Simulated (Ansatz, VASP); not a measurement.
Two plane-wave programs on KCl

```xyz
2
Lattice="3.6863 0.0000 0.0000 0.0000 3.6863 0.0000 0.0000 0.0000 3.6863" Properties=species:S:1:pos:R:3 pbc="T T T"
K     0.0000    0.0000    0.0000
Cl    1.8432    1.8432    1.8432
```

Alike in both runs: task single point; functional PBEsol; k mesh 6 × 6 × 6; occupations gaussian, width 0.02 eV; no spin polarisation.

|  | VASP | Ansatz |
| --- | --- | --- |
| version | VASP 6.6.1 | Ansatz 0.2.0 |
| potentials or method | VASP PAW PBE potentials, release 64 (K_sv, Cl), cutoff 500 eV | scalar-relativistic, plane waves, PAW |
| valence electrons in the cell | 16 | 16 |

Ansatz gave:

```
gap on the k mesh at the Fermi level (eV) : 5.15
least direct gap on the mesh (eV)         : 5.38
pressure (GPa)                            : 1.0
```

Question: What did VASP give for the same quantities?

Answer: gap on the k mesh at the Fermi level (eV): 5.15; least direct gap on the mesh (eV): 5.38; pressure (GPa): 1.1.

VASP's potentials were made for PBE, not for PBEsol. The functional is the same, so the differences come from potentials, cutoffs and numerics.
